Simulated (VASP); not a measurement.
Crystal: Al.

```
CELL_PARAMETERS angstrom
-1.45212 1.45212 1.45212
1.45212 -1.45212 1.45212
1.45212 1.45212 -1.45212
ATOMIC_POSITIONS crystal
Al 0.00000 0.00000 0.00000
```

```yaml
Program: VASP 6.6.1
Task: relaxation of cell and atoms
Functional: PBE
Potentials_or_basis: VASP PAW PBE potentials, release 64 (Al)
Cutoff: 500 eV
k_mesh: 10 × 10 × 10
Occupations: gaussian, width 0.1 eV
Spin: no spin polarisation
```

At the start: pressure 44.2 GPa; volume 12.25 Å³/atom.

Problem. How do energy, volume and symmetry change on relaxing?

Solution. Over 4 steps the energy falls by 505.4 meV/atom and the volume is 17.03 Å³/atom (+39.0 %); space group Im-3m (No. 229, to 0.05 Å).

Step by step:
```csv
step,energy change (eV),largest force (eV/Å),pressure (GPa),volume (Å³)
1,0.0000,0.0000,44.22,12.25
2,-0.4526,0.0000,-6.68,19.27
3,-0.5053,0.0000,0.36,16.93
4,-0.5054,0.0000,-0.08,17.03
```

Final structure:
```
Al
1.0
    -1.62076    1.62076    1.62076
     1.62076   -1.62076    1.62076
     1.62076    1.62076   -1.62076
Al
1
Cartesian
  0.0000 0.0000 0.0000
```

Caveat: the volume moved by over 15 % at a fixed basis, so the end points are rough.
